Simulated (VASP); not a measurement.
Runs of VASP 6.6.1 on WC. The structure is that of space group Fm-3m (No. 225), or close to it. The cells are those of the table. 

| task | level | potentials or basis | cell | cutoff (eV) | gap on the mesh (eV) | pressure (GPa) | relaxed volume (Å³/atom) |
| --- | --- | --- | --- | --- | --- | --- | --- |
| relaxation of cell and atoms | PBEsol | VASP PAW PBE potentials, release 64 (W_sv, C) | relaxed from a = 3.101 Å, angles 60.0°, 2 atoms | 600 | - | -0.1 | (a) |
| single point | LDA | VASP PAW LDA potentials, release 64 (W_sv, C) | a = 3.058 Å, angles 60.0°, 2 atoms | 520 | none | 2.4 | - |
| relaxation of cell and atoms | LDA | VASP PAW LDA potentials, release 64 (W_sv, C) | relaxed from a = 3.101 Å, angles 60.0°, 2 atoms | 600 | - | -0.1 | 10.17 |
| single point | PBEsol | VASP PAW PBE potentials, release 64 (W_sv, C) | a = 3.074 Å, angles 60.0°, 2 atoms | 520 | none | 1.1 | - |
| relaxation of cell and atoms | BLYP+D3(BJ) | VASP PAW PBE potentials, release 64 (W_sv, C) | relaxed from a = 3.101 Å, angles 60.0°, 2 atoms | 600 | - | 0.0 | 10.46 |
| single point | BLYP+D3(BJ) | VASP PAW PBE potentials, release 64 (W_sv, C) | a = 3.087 Å, angles 60.0°, 2 atoms | 520 | none | 2.4 | - |

Alike in all rows: no spin polarisation; k mesh 9 × 9 × 9; smearing methfessel-paxton 0.15 eV.

**Question.** Fill in the values left out.

**Answer.** (a) 10.29.

Caveats: spin-orbit coupling is left out, which moves the levels of the heavy elements; the PAW data sets were made with another functional, which shifts forces and pressure a little (some runs); the bands computed are all filled at some k points, so no gap is given (some runs); pairwise dispersion overbinds metals, which lowers pressure and volume (some runs).

A k mesh can miss the band edges, and the runs leave out spin-orbit coupling on W.

A gap of «none» marks levels without a gap at the run's occupations.
